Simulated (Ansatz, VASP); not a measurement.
Two plane-wave programs on Zn2In2Cl5

INCAR

```
SYSTEM = Zn2In2Cl5
PREC     = Accurate       ! precision mode
ENCUT    = 600            ! plane-wave cutoff, eV
EDIFF    = 1E-6           ! SCF threshold, eV
ISMEAR   = 0              ! smearing method
SIGMA    = 0.1            ! smearing width, eV
LREAL    = .FALSE.        ! projectors in reciprocal space
LASPH    = .TRUE.         ! aspherical terms in the spheres
NELM     = 80             ! most SCF steps
ALGO     = Normal         ! electronic algorithm
ISIF     = 3              ! what is computed and relaxed
LWAVE    = .FALSE.        ! write WAVECAR
LCHARG   = .FALSE.        ! write CHGCAR
GGA      = PE             ! functional
IBRION   = 2              ! ionic algorithm
NSW      = 90             ! ionic steps
EDIFFG   = -0.04          ! ionic threshold
```

The input KPOINTS:

```
Automatic mesh
0
G
  4 4 2
  0 0 0
```

File POSCAR:

```
Zn2In2Cl5
1.0
    3.0851829400     -3.4532059700      0.0000000000
    3.0851829400      3.4532059700      0.0000000000
    0.0000000000      0.0000000000     10.1388775000
Zn In Cl
2 2 5
Direct
    0.1924636600      0.1924636600      0.0000000000
    0.8075363400      0.8075363400      0.0000000000
    0.0000000000      0.0000000000      0.7968780600
    0.0000000000      0.0000000000      0.2031219400
    0.2300930000      0.7699070000      0.0903477200
    0.7699070000      0.2300930000      0.0903477200
    0.7699070000      0.2300930000      0.9096522800
    0.2300930000      0.7699070000      0.9096522800
    0.5000000000      0.5000000000      0.0000000000
```

Input for Ansatz:

```yaml
crystal:
  lattice:
    - [3.08518294, -3.45320597, 0.0]
    - [3.08518294, 3.45320597, 0.0]
    - [0.0, 0.0, 10.1388775]
  atoms:
    - { symbol: Zn, position: [0.19246366, 0.19246366, 0.0] }
    - { symbol: Zn, position: [0.80753634, 0.80753634, 0.0] }
    - { symbol: In, position: [0.0, 0.0, 0.79687806] }
    - { symbol: In, position: [0.0, 0.0, 0.20312194] }
    - { symbol: Cl, position: [0.230093, 0.769907, 0.09034772] }
    - { symbol: Cl, position: [0.769907, 0.230093, 0.09034772] }
    - { symbol: Cl, position: [0.769907, 0.230093, 0.90965228] }
    - { symbol: Cl, position: [0.230093, 0.769907, 0.90965228] }
    - { symbol: Cl, position: [0.5, 0.5, 0.0] }
basis:
  ecutwfc: 420
kpoints:
  mp_grid: { grid: [4, 4, 2] }
hamiltonian:
  xc: pbe
scf:
  occupations: { method: gaussian, width: 0.1 }
  lower_state_search: "off"
output:
  forces: true
  stress: true
  eigenvalues: true
relax:
  adjacent_minimum: "off"
  f_tol: 0.04
  max_steps: 70
  cell: { stress_tol: 0.4 }
```

Alike in both runs: task relaxation of cell and atoms; functional PBE; k mesh 4 × 4 × 2; occupations gaussian, width 0.1 eV; no spin polarisation.

|  | VASP | Ansatz |
| --- | --- | --- |
| version | VASP 6.6.1 | Ansatz 0.2.0 |
| potentials or method | VASP PAW PBE potentials, release 64 (Zn, In_d, Cl), cutoff 600 eV | scalar-relativistic, plane waves, PAW |
| valence electrons in the cell | 85 | 85 |

|  | VASP | Ansatz | Ansatz less VASP |
| --- | --- | --- | --- |
| gap on the k mesh at the Fermi level, each at its own relaxed structure (eV) | none | none | - |
| relaxed volume (Å³/atom) | 53.63 | 49.12 | -4.510 |
| relaxed length of the cell vector where the two differ most in proportion (Å) | 13.261 | 12.233 | -1.0277 |

A gap of «none» marks a metal or a gap that the smearing closes. One of these differences is far larger than is usual between the two programs; its cause wasn't traced.

Noted on VASP's run: the volume moved by over 15 % at a fixed basis, so the end points are rough.
